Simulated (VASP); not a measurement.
Ti, 3 atoms in the cell. The structure is hexagonal, space group P6/mmm (No. 191). The conventional cell has a = 4.596 Å, b = 4.596 Å, c = 3.000 Å, α = 90.00°, β = 90.00°, γ = 120.00°. Ti (site symmetry 6/mmm) has 14 Ti at 3.00 to 3.05 Å within 3.9 Å. Within 3.5 Å of Ti (site symmetry -6m2) lie 11 Ti at 2.65 to 3.05 Å. This isn't the form of Ti at room conditions, which is hcp.

| Quantity | Value |
| --- | --- |
| Program | VASP 6.6.1 |
| Task | single point |
| Functional | PBEsol |
| Potentials or basis | VASP PAW PBE potentials, release 64 (Ti_sv) |
| Cutoff | 520 eV |
| k mesh | 12 × 12 × 14 |
| Occupations | gaussian, width 0.15 eV |
| Spin | no spin polarisation |
| Dipole correction | no |
| Further INCAR settings | ALGO = Fast; EDIFF = 1e-06; NBANDS = 25 |

Potentials or basis: VASP PAW PBE potentials, release 64 (Ti_sv).

The run is started by

```sh
$ cat potpaw_PBE.64/Ti_sv/POTCAR > POTCAR
$ mpirun -np 1 vasp_std > vasp.out
```

Hardware: 1 thread of Intel Xeon 8259CL, on a shared host.

How long does it take, and how much memory?

Run time: 17 min on 1 thread of Intel Xeon 8259CL, with other jobs on the host, peak memory 0.29 GiB. Counts: scf iterations 44, k points 152.
